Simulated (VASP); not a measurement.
# KF (I4/mmm) in VASP: a series of runs, part 2 of 2

VASP 6.6.1.

## (4) Single point, r2SCAN (biaxial xy strain +0.4%)

File POSCAR:

```
KF
1.0
    0.0000000000      2.6706600058      2.6589605792
    2.6706600058      0.0000000000      2.6589605792
    2.6706600058      2.6706600058      0.0000000000
K F
1 1
Direct
    0.0000000000      0.0000000000      0.0000000000
    0.5000000000      0.5000000000      0.5000000000
```

File INCAR.step1:

```
PREC = Accurate ; ENCUT = 660
ISMEAR = 0 ; SIGMA = 0.01
LREAL = False ; LASPH = True
NELM = 120 ; NBANDS = 15
GGA = PE ; ALGO = Normal
EDIFF = 1E-5 ; LWAVE = True
LCHARG = False ; GGA_COMPAT = False
```

File INCAR.step2:

```
PREC = Accurate ; ENCUT = 660
EDIFF = 1E-6 ; ISMEAR = 0
SIGMA = 0.01 ; LREAL = False
LASPH = True ; NELM = 120
ALGO = Normal ; ISIF = 2
LWAVE = False ; LCHARG = False
METAGGA = R2SCAN ; LMIXTAU = True
NBANDS = 15 ; ISTART = 1
GGA_COMPAT = False
```

File KPOINTS:

```
Automatic mesh
0
Gamma
  8 8 8
```

Potentials or basis: VASP PAW PBE potentials, release 64 (K_sv, F).

Launch:

```sh
$ cat potpaw_PBE.64/K_sv/POTCAR potpaw_PBE.64/F/POTCAR > POTCAR
$ cp INCAR.step1 INCAR
$ mpirun -np 1 vasp_std > vasp.out
$ cp INCAR.step2 INCAR
$ mpirun -np 1 vasp_std > vasp.out
```

OUTCAR:

```text
PREC = Accurate
   ENCUT = 660
   EDIFF = 1E-6
   ISMEAR = 0
   LREAL = False
   LASPH = True
   NELM = 120
   ISIF = 2
   METAGGA = R2SCAN
   ISTART = 1

 ion  position               nearest neighbor table
   1  0.000  0.000  0.000-   2 2.66   2 2.66   2 2.67   2 2.67   2 2.67   2 2.67
   2  0.500  0.500  0.500-   1 2.66   1 2.66   1 2.67   1 2.67   1 2.67   1 2.67

  LATTYP: Found a body centered tetragonal cell.
 ALAT       =     3.7768836007
 C/A-ratio  =     1.4080182819

  Lattice vectors:

 A1 = (   0.0000000000,  -2.6706600058,  -2.6589605792)
 A2 = (   0.0000000000,   2.6706600058,  -2.6589605792)
 A3 = (   2.6706600058,   0.0000000000,   2.6589605792)

Analysis of symmetry for initial positions (statically):
=====================================================================
 Subroutine PRICEL returns:
 Original cell was already a primitive cell.

 Routine SETGRP: Setting up the symmetry group for a
 body centered tetragonal supercell.

 Subroutine GETGRP returns: Found 16 space group operations
 (whereof 16 operations were pure point group operations)
 out of a pool of 16 trial point group operations.

The static configuration has the point symmetry D_4h.

Analysis of symmetry for dynamics (positions and initial velocities):
=====================================================================
 Subroutine PRICEL returns:
 Original cell was already a primitive cell.

 Routine SETGRP: Setting up the symmetry group for a
 body centered tetragonal supercell.

 Subroutine GETGRP returns: Found 16 space group operations
 (whereof 16 operations were pure point group operations)
 out of a pool of 16 trial point group operations.

The dynamic configuration has the point symmetry D_4h.

 Subroutine INISYM returns: Found 16 space group operations
 (whereof 16 operations are pure point group operations),
 and found     1 'primitive' translations

----------------------------------------------------------------------------------------

[... 116 lines left out ...]
   LORBIT       =      0    0 simple, 1 ext, 2 COOP (PROOUT), +10 PAW based schemes
   METAGGA = R2SCAN    functional components
   LHFCALC =     F    Hartree Fock is set to
   AEXX    =    0.0000 exact exchange contribution
   IVDW    =     0    specifies the selected vdW correction
   LEPSILON=     F    determine dielectric tensor
   LRPA    =     F    only Hartree local field effects (RPA)
 non-spin polarized calculation
 Gauss-broadening in eV      SIGMA  =   0.01
  energy-cutoff  :      660.00
  volume of cell :       37.93
 maximum number of plane-waves:      1476
   NGX = 15   NGY = 15   NGZ = 15

 number of electron      15.9999999 magnetization

 Free energy of the ion-electron system (eV)
  ---------------------------------------------------
  ext. energy  EPLUGINS =         0.00000000
  ---------------------------------------------------
  free energy    TOTEN  =       -14.97758033 eV

  energy without entropy =      -14.97758033  energy(sigma->0) =      -14.97758033

 E-fermi :  -3.2379     XC(G=0):  -8.9264

 val. band max:       -3.3353687919   @ k =   0.0000   0.0000   0.0000
 cond. band min:       3.5240822259   @ k =   0.0000   0.0000   0.0000
 fundamental gap:      6.8594510178
 Fermi energy:        -3.2379431183

 k-point     1 :       0.0000    0.0000    0.0000
  band No.  band energies     occupation
      1     -30.4422      2.00000
      2     -23.1322      2.00000
      3     -12.9246      2.00000
      4     -12.9246      2.00000
      5     -12.9230      2.00000
      6      -3.3423      2.00000
      7      -3.3423      2.00000
      8      -3.3354      2.00000
      9       3.5241      0.00000
     10       8.1248      0.00000
     11       8.1248      0.00000
     12       8.1502      0.00000
     13       9.9801      0.00000
     14      10.0260      0.00000
[... 401 lines left out ...]
      2     -23.1936      2.00000
      3     -13.1494      2.00000
      4     -12.9939      2.00000
      5     -12.9889      2.00000
      6      -3.9130      2.00000
      7      -3.5913      2.00000
      8      -3.5331      2.00000
      9       6.0067      0.00000
     10       7.0521      0.00000
     11       9.3802      0.00000
     12       9.6055      0.00000
     13      11.0195      0.00000
     14      11.2680      0.00000
     15      15.2816      0.00000

 [... further k-points ...]
[... 5 lines left out ...]
  --------------------------------------------------------------------------------------
  -------------------------------------------------------------------------------------
  Total       -0.1070047     -0.1070047     -0.0421592      0.0000000     -0.0000000      0.0000000
  in kB       -4.5199571     -4.5199571     -1.7808368      0.0000000     -0.0000000      0.0000000
  external PRESSURE =      -3.6069170 kB  Pullay stress =       0.0000000 kB

 VOLUME and BASIS-vectors are now :
 -----------------------------------------------------------------------------
  energy-cutoff  :      660.00
  volume of cell :       37.93
      direct lattice vectors                 reciprocal lattice vectors
     0.000000000  2.670660006  2.658960579    -0.187219638  0.187219638  0.188043405
     2.670660006  0.000000000  2.658960579     0.187219638 -0.187219638  0.188043405
     2.670660006  2.670660006  0.000000000     0.187219638  0.187219638 -0.188043405

 POSITION                                       TOTAL-FORCE (eV/Angst)
 -----------------------------------------------------------------------------------
      0.00000      0.00000      0.00000         0.000000     -0.000000      0.000000
      2.67066      2.67066      2.65896        -0.000000      0.000000     -0.000000
 -----------------------------------------------------------------------------------
    total drift:                                0.000000     -0.000000      0.000000

  FREE ENERGIE OF THE ION-ELECTRON SYSTEM (eV)
  ---------------------------------------------------
  free  energy   TOTEN  =       -14.9775803271 eV

  energy  without entropy=      -14.9775803271  energy(sigma->0) =      -14.97758033
```

OSZICAR.step1:

```text
N       E                     dE             d eps       ncg     rms          rms(c)
DAV:   1     0.128861163730E+03    0.12886E+03   -0.94012E+03  1770   0.125E+03
DAV:   2    -0.377996904587E+01   -0.13264E+03   -0.11917E+03  2241   0.305E+02
DAV:   3    -0.940090642602E+01   -0.56209E+01   -0.55882E+01  2402   0.569E+01
DAV:   4    -0.954997765200E+01   -0.14907E+00   -0.14905E+00  2348   0.856E+00
DAV:   5    -0.955102592914E+01   -0.10483E-02   -0.10483E-02  2383   0.707E-01    0.632E+00
DAV:   6    -0.832259153272E+01    0.12284E+01   -0.34777E+00  1826   0.148E+01    0.405E+00
DAV:   7    -0.829364217547E+01    0.28949E-01   -0.67617E-02  2253   0.229E+00    0.228E+00
DAV:   8    -0.828890705813E+01    0.47351E-02   -0.52160E-02  1938   0.228E+00    0.199E-01
DAV:   9    -0.829043213247E+01   -0.15251E-02   -0.39205E-03  2218   0.527E-01    0.124E-01
DAV:  10    -0.829100495302E+01   -0.57282E-03   -0.47732E-04  1861   0.193E-01    0.610E-02
DAV:  11    -0.829113329976E+01   -0.12835E-03   -0.13221E-04  1840   0.985E-02    0.198E-02
DAV:  12    -0.829113231400E+01    0.98576E-06   -0.13416E-05  2107   0.373E-02
   1 F= -.82911323E+01 E0= -.82911323E+01  d E =-.720005E-34
```

It took 86 s on 1 thread of Intel Xeon 6975P-C (Granite Rapids), shared host; peak memory 0.21 GiB.

What came out:

- Free energy: -14.9776 eV
- Pressure: -0.4 GPa
- Band gap on the k mesh: 6.86 eV, direct

Caveat: the cell differs from its parent crystal (biaxial xy strain +0.4%); the PAW data sets were made with another functional, which shifts forces and pressure a little. A k mesh can miss the band edges.

## (5) Single point, r2SCAN (uniaxial z strain +4.7%)

File POSCAR:

```
KF
1.0
    0.0000000000      2.6589605792      2.7831340383
    2.6589605792      0.0000000000      2.7831340383
    2.6589605792      2.6589605792      0.0000000000
K F
1 1
Direct
    0.0000000000      0.0000000000      0.0000000000
    0.5000000000      0.5000000000      0.5000000000
```

File INCAR.step1:

```
PREC = Accurate ; ENCUT = 660
ISMEAR = 0 ; SIGMA = 0.01
LREAL = F ; LASPH = T
NELM = 120 ; NBANDS = 15
GGA = PE ; ALGO = Normal
EDIFF = 1E-5 ; LWAVE = T
LCHARG = F ; GGA_COMPAT = F
```

File INCAR.step2:

```
PREC = Accurate ; ENCUT = 660
EDIFF = 1E-6 ; ISMEAR = 0
SIGMA = 0.01 ; LREAL = F
LASPH = T ; NELM = 120
ALGO = Normal ; ISIF = 2
LWAVE = F ; LCHARG = F
METAGGA = R2SCAN ; LMIXTAU = T
NBANDS = 15 ; ISTART = 1
GGA_COMPAT = F
```

KPOINTS is that of step 4.

Potentials or basis: VASP PAW PBE potentials, release 64 (K_sv, F).

Launch:

```sh
$ cat potpaw_PBE.64/K_sv/POTCAR potpaw_PBE.64/F/POTCAR > POTCAR
$ cp INCAR.step1 INCAR
$ mpirun -np 1 vasp_std > vasp.out
$ cp INCAR.step2 INCAR
$ mpirun -np 1 vasp_std > vasp.out
```

OUTCAR:

```text
PREC = Accurate
   ENCUT = 660
   EDIFF = 1E-6
   ISMEAR = 0
   LREAL = F
   LASPH = T
   NELM = 120
   ISIF = 2
   METAGGA = R2SCAN
   ISTART = 1

 ion  position               nearest neighbor table
   1  0.000  0.000  0.000-   2 2.66   2 2.66   2 2.66   2 2.66   2 2.78   2 2.78
   2  0.500  0.500  0.500-   1 2.66   1 2.66   1 2.66   1 2.66   1 2.78   1 2.78

  LATTYP: Found a body centered tetragonal cell.
 ALAT       =     3.7603381129
 C/A-ratio  =     1.4802573358

  Lattice vectors:
[... 609 lines left out ...]
      8      -3.6179      2.00000
      9       5.6739      0.00000
     10       6.8079      0.00000
     11       9.1630      0.00000
     12       9.3420      0.00000
     13      10.8024      0.00000
     14      10.9751      0.00000
     15      14.7994      0.00000

 [... further k-points ...]
[... 5 lines left out ...]
  --------------------------------------------------------------------------------------
  -------------------------------------------------------------------------------------
  Total       -0.1595293     -0.1595293     -0.6729963      0.0000000      0.0000000     -0.0000000
  in kB       -6.4947589     -6.4947589    -27.3990389      0.0000000      0.0000000     -0.0000000
  external PRESSURE =     -13.4628522 kB  Pullay stress =       0.0000000 kB

 VOLUME and BASIS-vectors are now :
 -----------------------------------------------------------------------------
  energy-cutoff  :      660.00
  volume of cell :       39.35
      direct lattice vectors                 reciprocal lattice vectors
     0.000000000  2.658960579  2.783134038    -0.188043405  0.188043405  0.179653582
     2.658960579  0.000000000  2.783134038     0.188043405 -0.188043405  0.179653582
     2.658960579  2.658960579  0.000000000     0.188043405  0.188043405 -0.179653582

 POSITION                                       TOTAL-FORCE (eV/Angst)
 -----------------------------------------------------------------------------------
      0.00000      0.00000      0.00000        -0.000000      0.000000      0.000000
      2.65896      2.65896      2.78313         0.000000     -0.000000      0.000000
 -----------------------------------------------------------------------------------
    total drift:                                0.000000     -0.000000      0.000000

  FREE ENERGIE OF THE ION-ELECTRON SYSTEM (eV)
  ---------------------------------------------------
  free  energy   TOTEN  =       -14.9633736354 eV

  energy  without entropy=      -14.9633736354  energy(sigma->0) =      -14.96337364
```

Run time: 96 s. Hardware: 1 thread of Intel Xeon 6975P-C (Granite Rapids), shared host; peak memory 0.21 GiB.

Results:

```yaml
Free_energy: -14.9634 eV
Pressure: -1.3 GPa
Band_gap_on_the_k_mesh: 6.64 eV, direct
```

Levels at points of the mesh, in eV from the valence-band top:
```tsv
k point	band 6	band 7	band 8	band 9	band 10	band 11
(0.00, 0.00, 0.00)	-0.06	0.00	0.00	6.64	11.19	11.45
(0.50, 0.00, 0.00)	-0.75	-0.34	-0.33	9.52	10.99	12.64
(0.50, 0.50, 0.00)	-0.30	-0.05	-0.05	8.84	11.03	11.87
(0.50, 0.00, 0.50)	-0.20	-0.12	-0.06	8.67	11.05	12.29
```

Caveat: the cell differs from its parent crystal (uniaxial z strain +4.7%); the PAW data sets were made with another functional, which shifts forces and pressure a little.

## (6) Overview

| level | cell | cutoff (eV) | smearing | gap on the mesh (eV) | pressure (GPa) |
| --- | --- | --- | --- | --- | --- |
| PBE | a = 3.769, b = 3.769, c = 3.777 Å, angles 59.9, 59.9, 60.1°, 2 atoms | 600 | fermi-dirac 0.02 eV | 6.19 | 1.6 |
| PBE | a = 3.849, b = 3.849, c = 3.760 Å, angles 60.8, 60.8, 58.5°, 2 atoms | 600 | fermi-dirac 0.02 eV | 5.98 | 0.5 |
| r2SCAN | a = 3.769, b = 3.769, c = 3.777 Å, angles 59.9, 59.9, 60.1°, 2 atoms | 660 | gaussian 0.01 eV | 6.86 | -0.4 |
| r2SCAN | a = 3.849, b = 3.849, c = 3.760 Å, angles 60.8, 60.8, 58.5°, 2 atoms | 660 | gaussian 0.01 eV | 6.64 | -1.3 |

Alike in all rows: task single point; potentials or basis VASP PAW PBE potentials, release 64 (K_sv, F); no spin polarisation; k mesh 8 × 8 × 8.

Caveats: the PAW data sets were made with another functional, which shifts forces and pressure a little (some runs).

Absolute energies hang on the potentials; compare differences alone.
